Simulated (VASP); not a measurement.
# Ga3H8N3 in VASP: further runs

Runs on Ga3H8N3. Level: PBE. Tasks: single point.

Program: VASP 6.6.1. These are calculated values, not measurements. Logs are shortened: lines on timing, memory, paths and dates and some standing lists are left out, and cuts for length are marked.

## (1) The cell of the first run

The cell holds a wire or tube with vacuum around it, 28 atoms: a = 16.400 Å, b = 15.400 Å, c = 5.243 Å, α = 90.00°, β = 90.00°, γ = 90.00°.

## (2) Single point, PBE

INCAR reads:

```
SYSTEM = Ga3H8N3
  PREC = Accurate
  ENCUT = 520
  EDIFF = 1E-6
  ISMEAR = 0
  SIGMA = 0.05
  LREAL = Auto
  LASPH = .TRUE.
  NELM = 80
  ALGO = Normal
  ISIF = 2
  LWAVE = .FALSE.
  LCHARG = .TRUE.
  GGA = PE
  LELF = .TRUE.
  LVHAR = .TRUE.
  NBANDS = 82
```

KPOINTS reads:

```
regular mesh
0
G
  1 1 6
  0 0 0
```

POSCAR reads:

```
Ga3H8N3
1.0
   16.4000000000      0.0000000000      0.0000000000
    0.0000000000     15.4000000000      0.0000000000
    0.0000000000      0.0000000000      5.2430304722
Ga N H
6 6 16
Direct
    0.4509385835      0.3491752593      0.9991316875
    0.3528157505      0.5301649481      0.9991316875
    0.5490614165      0.5301649481      0.9991316875
    0.4509385835      0.4698350519      0.4991316875
    0.6471842495      0.4698350519      0.4991316875
    0.5490614165      0.6508247407      0.4991316875
    0.4509385835      0.3491752593      0.3758683125
    0.3528157505      0.5301649481      0.3758683125
    0.5490614165      0.5301649481      0.3758683125
    0.4509385835      0.4698350519      0.8758683125
    0.6471842495      0.4698350519      0.8758683125
    0.5490614165      0.6508247407      0.8758683125
    0.3726334821      0.3010301080      0.9007636443
    0.5292436849      0.3010301080      0.9007636443
    0.2745106491      0.4820197968      0.9007636443
    0.3528157505      0.6264552507      0.9007636443
    0.6471842495      0.3735447493      0.4007636443
    0.7254893509      0.5179802032      0.4007636443
    0.4707563151      0.6989698920      0.4007636443
    0.6273665179      0.6989698920      0.4007636443
    0.4000652055      0.3178962438      0.4397762132
    0.5018119614      0.3178962438      0.4397762132
    0.3019423725      0.4988859326      0.4397762132
    0.3528157505      0.5927229791      0.4397762132
    0.6471842495      0.4072770209      0.9397762132
    0.6980576275      0.5011140674      0.9397762132
    0.4981880386      0.6821037562      0.9397762132
    0.5999347945      0.6821037562      0.9397762132
```

Potentials or basis: VASP PAW PBE potentials, release 64 (Ga_d, N, H).

On the command line:

```bash
$ cat potpaw_PBE.64/Ga_d/POTCAR potpaw_PBE.64/N/POTCAR potpaw_PBE.64/H/POTCAR > POTCAR
$ mpirun -np 1 vasp_std > vasp.out
```

OUTCAR:

```text
SYSTEM = Ga3H8N3
   PREC = Accurate
   ENCUT = 520
   EDIFF = 1E-6
   ISMEAR = 0
   LREAL = Auto
   LASPH = .TRUE.
   NELM = 80
   ISIF = 2
   GGA = PE

 ion  position               nearest neighbor table
   1  0.451  0.349  0.999-  13 1.57  14 1.57  10 1.97   7 1.98
   2  0.353  0.530  0.999-  16 1.57  15 1.57  10 1.97   8 1.98
   3  0.549  0.530  0.999-  11 1.97  10 1.97  12 1.97   9 1.98
   4  0.451  0.470  0.499-   8 1.97   9 1.97   7 1.97  10 1.98
   5  0.647  0.470  0.499-  17 1.57  18 1.57   9 1.97  11 1.98
   6  0.549  0.651  0.499-  20 1.57  19 1.57   9 1.97  12 1.98
   7  0.451  0.349  0.376-  22 1.02  21 1.02   4 1.97   1 1.98
   8  0.353  0.530  0.376-  24 1.02  23 1.02   4 1.97   2 1.98
   9  0.549  0.530  0.376-   5 1.97   4 1.97   6 1.97   3 1.98
  10  0.451  0.470  0.876-   2 1.97   3 1.97   1 1.97   4 1.98
  11  0.647  0.470  0.876-  25 1.02  26 1.02   3 1.97   5 1.98
  12  0.549  0.651  0.876-  27 1.02  28 1.02   3 1.97   6 1.98
  13  0.373  0.301  0.901-   1 1.57
  14  0.529  0.301  0.901-   1 1.57
  15  0.275  0.482  0.901-   2 1.57
  16  0.353  0.626  0.901-   2 1.57
  17  0.647  0.374  0.401-   5 1.57
  18  0.725  0.518  0.401-   5 1.57
[... 8 lines left out ...]
  27  0.498  0.682  0.940-  12 1.02
  28  0.600  0.682  0.940-  12 1.02

  LATTYP: Found a simple orthorhombic cell.
 ALAT       =     5.2430304722
 B/A-ratio  =     2.9372325951
 C/A-ratio  =     3.1279619844

  Lattice vectors:

 A1 = (   0.0000000000,   0.0000000000,  -5.2430304722)
 A2 = (   0.0000000000,  15.4000000000,   0.0000000000)
 A3 = (  16.4000000000,   0.0000000000,   0.0000000000)

Analysis of symmetry for initial positions (statically):
=====================================================================
 Subroutine PRICEL returns:
 Original cell was already a primitive cell.

 Routine SETGRP: Setting up the symmetry group for a
 simple orthorhombic supercell.

 Subroutine GETGRP returns: Found  2 space group operations
 (whereof  1 operations were pure point group operations)
 out of a pool of  8 trial point group operations.

The static configuration has the point symmetry C_1 .
 The point group associated with its full space group is C_2 .

Analysis of symmetry for dynamics (positions and initial velocities):
=====================================================================
 Subroutine PRICEL returns:
 Original cell was already a primitive cell.

 Routine SETGRP: Setting up the symmetry group for a
 simple orthorhombic supercell.

 Subroutine GETGRP returns: Found  2 space group operations
 (whereof  1 operations were pure point group operations)
 out of a pool of  8 trial point group operations.

The dynamic configuration has the point symmetry C_1 .
 The point group associated with its full space group is C_2 .

 Subroutine INISYM returns: Found  2 space group operations
 (whereof  1 operations are pure point group operations),
 and found     1 'primitive' translations

----------------------------------------------------------------------------------------

                                     Primitive cell

  volume of cell :    1324.1798

  direct lattice vectors                    reciprocal lattice vectors
    16.400000000  0.000000000  0.000000000     0.060975610  0.000000000  0.000000000
     0.000000000 15.400000000  0.000000000     0.000000000  0.064935065  0.000000000
     0.000000000  0.000000000  5.243030472     0.000000000  0.000000000  0.190729389

  length of vectors
    16.400000000 15.400000000  5.243030472     0.060975610  0.064935065  0.190729389

  position of ions in fractional coordinates (direct lattice)
     0.450938583  0.349175259  0.999131687
     0.352815750  0.530164948  0.999131687
     0.549061417  0.530164948  0.999131687
     0.450938583  0.469835052  0.499131687
     0.647184250  0.469835052  0.499131687
     0.549061417  0.650824741  0.499131687
[... 20 lines left out ...]
     0.498188039  0.682103756  0.939776213
     0.599934795  0.682103756  0.939776213

  ion indices of the primitive-cell ions
   primitive index   ion index
                 1           1
                 2           2
                 3           3
                 4           4
                 5           5
                 6           6
[... 20 lines left out ...]
                27          27
                28          28

----------------------------------------------------------------------------------------

 KPOINTS: regular mesh

Automatic generation of k-mesh.
 Grid dimensions read from file:
 generate k-points for:    1    1    6

 Generating k-lattice:

  Cartesian coordinates                     Fractional coordinates (reciprocal lattice)
     0.060975610  0.000000000  0.000000000     1.000000000  0.000000000  0.000000000
     0.000000000  0.064935065  0.000000000     0.000000000  1.000000000  0.000000000
     0.000000000  0.000000000  0.031788232     0.000000000  0.000000000  0.166666667

  Length of vectors
     0.060975610  0.064935065  0.031788232

  Shift w.r.t. Gamma in fractional coordinates (k-lattice)
     0.000000000  0.000000000  0.000000000

 Subroutine IBZKPT returns following result:
 ===========================================

 Found      4 irreducible k-points:

 Following reciprocal coordinates:
            Coordinates               Weight
  0.000000  0.000000  0.000000      1.000000
  0.000000  0.000000  0.166667      2.000000
  0.000000  0.000000  0.333333      2.000000
  0.000000  0.000000  0.500000      1.000000
   k-points           NKPTS =      4   k-points in BZ     NKDIM =      4   number of bands    NBANDS=     82
   number of dos      NEDOS =    301   number of ions     NIONS =     28
   total plane-waves  NPLWV = 604800
   dimension x,y,z NGX =   126 NGY =  120 NGZ =   40
   dimension x,y,z NGXF=   252 NGYF=  240 NGZF=   80
   ions per type =               6   6  16
   NGX,Y,Z   is equivalent  to a cutoff of  12.77, 12.95, 12.68 a.u.
   NGXF,Y,Z  is equivalent  to a cutoff of  25.55, 25.91, 25.37 a.u.
 SYSTEM =  Ga3H8N3
   PREC   = accura    normal or accurate (medium, high low for compatibility)
   ISTART =      0    job   : 0-new  1-cont  2-samecut
   ICHARG =      2    charge: 1-file 2-atom 10-const
   ISPIN  =      1    spin polarized calculation?
   LNONCOLLINEAR =      F non collinear calculations
   LSORBIT =      F    spin-orbit coupling
   LASPH  =      T    aspherical Exc in radial PAW
   ENCUT  =  520.0 eV  38.22 Ry    6.18 a.u.  30.49 28.63  9.75*2*pi/ulx,y,z
   NELM   =     80;   NELMIN=  2; NELMDL= -5     # of ELM steps
   EDIFF  = 0.1E-05   stopping-criterion for ELM
   LREAL  =      T    real-space projection
   EDIFFG = 0.1E-04   stopping-criterion for IOM
   NSW    =      0    number of steps for IOM
   IBRION =     -1    ionic relax: 0-MD 1-quasi-New 2-CG
   NFREE  =      0    steps in history (QN), initial steepest desc. (CG)
   ISIF   =      2    stress and relaxation
   ISYM   =      2    0-nonsym 1-usesym 2-fastsym
   POTIM  = 0.5000    time-step for ionic-motion
   TEBEG  =    0.0;   TEEND  =   0.0 temperature during run
   PSTRESS=    0.0 pullay stress
   NELECT =     124.0000    total number of electrons
   NUPDOWN=      -1.0000    fix difference up-down
   EMIN   =  10.00;   EMAX   =-10.00  energy-range for DOS
   EFERMI =   0.00;   METHOD = LEGACY
   ISMEAR =     0;   SIGMA  =   0.05  broadening in eV -4-tet -1-fermi 0-gaus
   EFERMI_NEDOS =   21; number of points for ismear=-14 and -15
   IALGO  =     38    algorithm
   IMIX   =      4    mixing-type and parameters
     AMIX     =   0.40;   BMIX     =  1.00
     AMIX_MAG =   1.60;   BMIX_MAG =  1.00
  volume/ion in A,a.u.               =      47.29       319.14
  Fermi-wavevector in a.u.,A,eV,Ry     =   0.743418  1.404856  7.519536  0.552670
  Thomas-Fermi vector in A             =   1.838529
   LORBIT       =      0    0 simple, 1 ext, 2 COOP (PROOUT), +10 PAW based schemes
   GGA     = PE    functional components
   LHFCALC =     F    Hartree Fock is set to
   AEXX    =    0.0000 exact exchange contribution
   IVDW    =     0    specifies the selected vdW correction
   LEPSILON=     F    determine dielectric tensor
   LRPA    =     F    only Hartree local field effects (RPA)
 non-spin polarized calculation
 Gauss-broadening in eV      SIGMA  =   0.05
  energy-cutoff  :      520.00
  volume of cell :     1324.18
 maximum number of plane-waves:     35724
 NGX is ok and might be reduce to   126
   NGX = 61   NGY = 57   NGZ = 19

 number of electron     123.9999962 magnetization

 Free energy of the ion-electron system (eV)
  ---------------------------------------------------
  ext. energy  EPLUGINS =         0.00000000
  ---------------------------------------------------
  free energy    TOTEN  =      -126.86160859 eV

  energy without entropy =     -126.86160859  energy(sigma->0) =     -126.86160859

 E-fermi :  -4.5889     XC(G=0):  -2.5249

 val. band max:       -4.8171426589   @ k =   0.0000   0.0000   0.0000
 cond. band min:      -0.3150845237   @ k =   0.0000   0.0000   0.3333
 fundamental gap:      4.5020581351
 Fermi energy:        -4.5889387732

 k-point     1 :       0.0000    0.0000    0.0000
  band No.  band energies     occupation
      1     -21.1669      2.00000
      2     -21.1054      2.00000
      3     -20.9868      2.00000
      4     -20.9763      2.00000
      5     -19.2727      2.00000
      6     -19.1757      2.00000
[... 66 lines left out ...]
     73       1.6869      0.00000
     74       1.8505      0.00000

 k-point     2 :       0.0000    0.0000    0.1667
  band No.  band energies     occupation
      1     -21.1507      2.00000
      2     -21.0976      2.00000
      3     -20.9787      2.00000
      4     -20.9697      2.00000
      5     -19.2507      2.00000
      6     -19.1678      2.00000
[... 66 lines left out ...]
     73       1.5592      0.00000
     74       1.8629      0.00000

 k-point     3 :       0.0000    0.0000    0.3333
  band No.  band energies     occupation
      1     -21.1151      2.00000
      2     -21.0847      2.00000
      3     -20.9619      2.00000
      4     -20.9566      2.00000
      5     -19.2009      2.00000
      6     -19.1545      2.00000
[... 66 lines left out ...]
     73       1.7649      0.00000
     74       1.9935      0.00000

 k-point     4 :       0.0000    0.0000    0.5000
  band No.  band energies     occupation
      1     -21.0876      2.00000
      2     -21.0876      2.00000
      3     -20.9517      2.00000
      4     -20.9517      2.00000
      5     -19.1611      2.00000
      6     -19.1611      2.00000
[... 66 lines left out ...]
     73       2.2022      0.00000
     74       2.2022      0.00000
 [bands above 74 left out]

------------------------ aborting loop because EDIFF is reached ----------------------------------------

  FORCE on cell =-STRESS in cart. coord.  units (eV):
  Direction    XX          YY          ZZ          XY          YZ          ZX
  --------------------------------------------------------------------------------------
  -------------------------------------------------------------------------------------
  Total        1.7336399      2.3733697      5.0941603     -0.5548860      0.0000000      0.0000000
  in kB        2.0975993      2.8716336      6.1636255     -0.6713785      0.0000000      0.0000000
  external PRESSURE =       3.7109528 kB  Pullay stress =       0.0000000 kB

 VOLUME and BASIS-vectors are now :
 -----------------------------------------------------------------------------
  energy-cutoff  :      520.00
  volume of cell :     1324.18
      direct lattice vectors                 reciprocal lattice vectors
    16.400000000  0.000000000  0.000000000     0.060975610  0.000000000  0.000000000
     0.000000000 15.400000000  0.000000000     0.000000000  0.064935065  0.000000000
     0.000000000  0.000000000  5.243030472     0.000000000  0.000000000  0.190729389

 POSITION                                       TOTAL-FORCE (eV/Angst)
 -----------------------------------------------------------------------------------
      7.39539      5.37730      5.23848        -0.040300     -0.755730     -0.990752
      5.78618      8.16454      5.23848        -0.675035      0.345539     -0.991052
      9.00461      8.16454      5.23848        -0.682208     -0.394261      0.799673
      7.39539      7.23546      2.61696         0.682208      0.394261      0.799673
     10.61382      7.23546      2.61696         0.675035     -0.345539     -0.991052
      9.00461     10.02270      2.61696         0.040300      0.755730     -0.990752
[... 20 lines left out ...]
      8.17028     10.50440      4.92728        -0.004740      0.107886      0.207252
      9.83893     10.50440      4.92728        -0.101551      0.238557      0.196390
 -----------------------------------------------------------------------------------
    total drift:                               -0.000000      0.000000      0.003501

  FREE ENERGIE OF THE ION-ELECTRON SYSTEM (eV)
  ---------------------------------------------------
  free  energy   TOTEN  =      -126.8616085868 eV

  energy  without entropy=     -126.8616085868  energy(sigma->0) =     -126.86160859
```

It took 21 min on 1 thread of Oxide Virtual Turin-like, shared host; peak memory 1.2 GiB.

Results:

* Free energy: -126.8616 eV
* Largest force: 1.248 eV/Å
* Band gap on the k mesh: 4.50 eV (least direct gap 4.60 eV)

Forces on the atoms (eV/Å):
```
Ga  -0.040 -0.756 -0.991
Ga  -0.675  0.346 -0.991
Ga  -0.682 -0.394  0.800
Ga   0.682  0.394  0.800
Ga   0.675 -0.346 -0.991
Ga   0.040  0.756 -0.991
N   -0.284  0.566 -0.139
N    0.348 -0.529 -0.139
N   -0.641 -0.370  0.221
N    0.641  0.370  0.221
N   -0.348  0.529 -0.139
N    0.284 -0.566 -0.139
H   -0.278  0.073  0.110
H    0.385  0.056  0.106
H   -0.076 -0.277  0.110
H    0.240  0.305  0.106
H   -0.240 -0.305  0.106
H    0.076  0.277  0.110
H   -0.385 -0.056  0.106
H    0.278 -0.073  0.110
H    0.102 -0.239  0.196
H    0.005 -0.108  0.207
H   -0.155  0.207  0.196
H   -0.091  0.058  0.207
H    0.091 -0.058  0.207
H    0.155 -0.207  0.196
H   -0.005  0.108  0.207
H   -0.102  0.239  0.196
```

Levels at points of the mesh, in eV from the valence-band top:
| k point | band 59 | band 60 | band 61 | band 62 | band 63 | band 64 | band 65 | band 66 |
| --- | --- | --- | --- | --- | --- | --- | --- | --- |
| (0.00, 0.00, 0.00) | -0.54 | -0.28 | -0.09 | 0.00 | 4.66 | 5.02 | 5.12 | 5.60 |
| (0.00, 0.00, 0.50) | -0.45 | -0.45 | -0.32 | -0.32 | 4.63 | 4.63 | 5.06 | 5.06 |

## (3) Single point, PBE

This run uses another cell than the first one.

INCAR reads:

```
SYSTEM = Ga3H8N3
PREC = Accurate
ENCUT = 520
EDIFF = 1E-6
ISMEAR = 0
SIGMA = 0.05
LREAL = Auto
LASPH = .TRUE.
NELM = 100
ALGO = Normal
ISIF = 2
LWAVE = .FALSE.
LCHARG = .TRUE.
GGA = PE
LELF = .TRUE.
LVHAR = .TRUE.
NBANDS = 82
```

KPOINTS is that of step 2.

POSCAR reads:

```
Ga3H8N3
1.0
   16.4000000000      0.0000000000      0.0000000000
    0.0000000000     15.4000000000      0.0000000000
    0.0000000000      0.0000000000      5.3278048707
Ga N H
6 6 16
Direct
    0.4500133499      0.3451940184      0.9855514326
    0.3491218393      0.5313245933      0.9855523850
    0.5452435080      0.5278130875      1.0131790427
    0.4547564920      0.4721869125      0.5131790427
    0.6508781607      0.4686754067      0.4855523850
    0.5499866501      0.6548059816      0.4855514326
    0.4507415318      0.3533285512      0.3684198527
    0.3560975167      0.5279287470      0.3684209672
    0.5494638886      0.5304085226      0.3785747307
    0.4505361114      0.4695914774      0.8785747307
    0.6439024833      0.4720712530      0.8684209672
    0.5492584682      0.6466714488      0.8684198527
    0.3674403520      0.3008795468      0.9082665416
    0.5351117475      0.3034155681      0.9158936091
    0.2717873536      0.4773402212      0.9082778937
    0.3577089443      0.6306938612      0.9158897697
    0.6422910557      0.3693061388      0.4158897697
    0.7282126464      0.5226597788      0.4082778937
    0.4648882525      0.6965844319      0.4158936091
    0.6325596480      0.6991204532      0.4082665416
    0.4024955105      0.3192114748      0.4403704110
    0.5018057942      0.3211060742      0.4291960489
    0.3042280846      0.5004964683      0.4403728353
    0.3554316090      0.5911350919      0.4291939100
    0.6445683910      0.4088649081      0.9291939100
    0.6957719154      0.4995035317      0.9403728353
    0.4981942058      0.6788939258      0.9291960489
    0.5975044895      0.6807885252      0.9403704110
```

Potentials or basis: VASP PAW PBE potentials, release 64 (Ga_d, N, H).

On the command line:

```bash
$ cat potpaw_PBE.64/Ga_d/POTCAR potpaw_PBE.64/N/POTCAR potpaw_PBE.64/H/POTCAR > POTCAR
$ mpirun -np 1 vasp_std > vasp.out
```

Wall time 22 min (1 thread of Oxide Virtual Turin-like, shared host); peak memory 1.2 GiB.

It converged, with:

| Quantity | Value |
| --- | --- |
| Free energy | -127.4550 eV |
| Largest force | 0.031 eV/Å |
| Band gap on the k mesh | 4.84 eV (least direct gap 5.02 eV) |

Forces in eV/Å, atoms in the order of the input:
```
Ga  -0.007 -0.026 -0.017
Ga  -0.024  0.008 -0.016
Ga   0.003  0.002 -0.012
Ga  -0.003 -0.002 -0.012
Ga   0.024 -0.008 -0.016
Ga   0.007  0.026 -0.017
N    0.010 -0.016  0.017
N   -0.009  0.017  0.017
N   -0.003 -0.002  0.003
N    0.003  0.002  0.003
N    0.009 -0.017  0.017
N   -0.010  0.016  0.017
H    0.016  0.008  0.004
H   -0.015  0.009  0.006
H    0.015  0.010  0.004
H    0.001 -0.017  0.006
H   -0.001  0.017  0.006
H   -0.015 -0.010  0.004
H    0.015 -0.009  0.006
H   -0.016 -0.008  0.004
H   -0.017  0.003  0.001
H    0.008  0.003 -0.008
H   -0.006 -0.016  0.000
H    0.007  0.005 -0.008
H   -0.007 -0.005 -0.008
H    0.006  0.016  0.000
H   -0.008 -0.003 -0.008
H    0.017 -0.003  0.001
```

Levels at points of the mesh, in eV from the valence-band top:
```tsv
k point	band 59	band 60	band 61	band 62	band 63	band 64	band 65	band 66
(0.00, 0.00, 0.00)	-0.34	-0.16	0.00	0.00	5.06	5.27	5.47	5.80
(0.00, 0.00, 0.50)	-0.42	-0.42	-0.31	-0.31	4.86	4.86	5.14	5.14
```
